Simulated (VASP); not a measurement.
LiNbO3:

```
Li Nb O
1.0
     2.57580    1.48714    4.62300
    -2.57580    1.48714    4.62300
     0.00000   -2.97428    4.62300
Li Nb O
2 2 6
Direct
  0.28150 0.28150 0.28150
  0.78150 0.78150 0.78150
  0.00006 0.00006 0.00006
  0.50006 0.50006 0.50006
  0.11231 0.35836 0.71959
  0.71959 0.11231 0.35836
  0.35836 0.71959 0.11231
  0.21959 0.85836 0.61231
  0.85836 0.61231 0.21959
  0.61231 0.21959 0.85836
```

| Property | Result |
| --- | --- |
| Program | VASP 6.6.1 |
| Task | relaxation of cell and atoms |
| Functional | PBE |
| Potentials or basis | VASP PAW PBE potentials, release 64 (Li_sv, Nb_sv, O) |
| Cutoff | 600 eV |
| k mesh | 6 × 6 × 6 |
| Occupations | gaussian, width 0.02 eV |
| Spin | no spin polarisation |

At the start: pressure 4.0 GPa; volume 10.63 Å³/atom.

Q: Where does the relaxation end?

A: Over 8 steps the energy falls by 2.9 meV/atom and the volume is 10.86 Å³/atom (+2.2 %); space group R3c (No. 161, to 0.1 Å) before and after.

The path:
```tsv
step	energy change (eV)	largest force (eV/Å)	pressure (GPa)	volume (Å³)
1	0.0000	0.1954	4.05	106.25
2	0.0207	0.4659	-4.73	110.43
3	-0.0239	0.1364	0.15	107.99
4	-0.0280	0.0448	0.03	108.37
5	-0.0285	0.0151	0.02	108.54
6	-0.0285	0.0178	-0.01	108.56
7	-0.0285	0.0083	-0.03	108.56
8	-0.0286	0.0030	-0.05	108.56
```

Final structure:
```xyz
10
Lattice="2.5917 1.4963 4.6654 -2.5917 1.4963 4.6654 0.0000 -2.9927 4.6654" Properties=species:S:1:pos:R:3 pbc="T T T"
Li    0.0000    0.0000    3.9409
Li    0.0000    0.0000   10.9391
Nb    0.0000    0.0000    0.0032
Nb    0.0000    0.0000    7.0014
O    -0.6425   -1.4561    5.5519
O     1.5823    0.1716    5.5519
O    -0.9397    1.2845    5.5519
O    -1.6520   -0.2119    7.8847
O     0.6425    1.5366    7.8847
O     1.0095   -1.3247    7.8847
```

Caveat: the cutoff is under 1.25 times the usual one of these potentials, so pressure, stress and relaxed cells hold a basis-set (Pulay) error.
